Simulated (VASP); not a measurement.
CuGe:

```
CELL_PARAMETERS angstrom
0.00000 3.20131 3.20131
3.20131 0.00000 3.20131
3.20131 3.20131 0.00000
ATOMIC_POSITIONS crystal
Cu 0.50000 0.50000 0.50000
Cu 0.75000 0.75000 0.75000
Ge 0.00000 0.00000 0.00000
Ge 0.25000 0.25000 0.25000
```

* Program: VASP 6.6.1
* Task: relaxation of cell and atoms
* Functional: PBE
* Potentials or basis: VASP PAW PBE potentials, release 64 (Cu, Ge_d)
* Cutoff: 600 eV
* k mesh: 6 × 6 × 6
* Occupations: gaussian, width 0.1 eV
* Spin: no spin polarisation

At the start: pressure -4.3 GPa; volume 16.40 Å³/atom.

Question: Where does the relaxation end?

Answer: Over 3 steps the energy falls by 12.3 meV/atom and the volume is 15.53 Å³/atom (-5.3 %); space group Fd-3m (No. 227, to 0.05 Å).

The path:
| step | energy change (eV) | largest force (eV/Å) | pressure (GPa) | volume (Å³) |
| --- | --- | --- | --- | --- |
| 1 | 0.0000 | 0.0000 | -4.25 | 65.62 |
| 2 | -0.0478 | 0.0000 | 0.86 | 61.57 |
| 3 | -0.0492 | 0.0000 | -0.02 | 62.13 |

Final structure:
```xyz
4
Lattice="0.0000 3.1435 3.1435 3.1435 0.0000 3.1435 3.1435 3.1435 0.0000" Properties=species:S:1:pos:R:3 pbc="T T T"
Cu    3.1435    3.1435    3.1435
Cu    4.7152    4.7152    4.7152
Ge    0.0000    0.0000    0.0000
Ge    1.5717    1.5717    1.5717
```
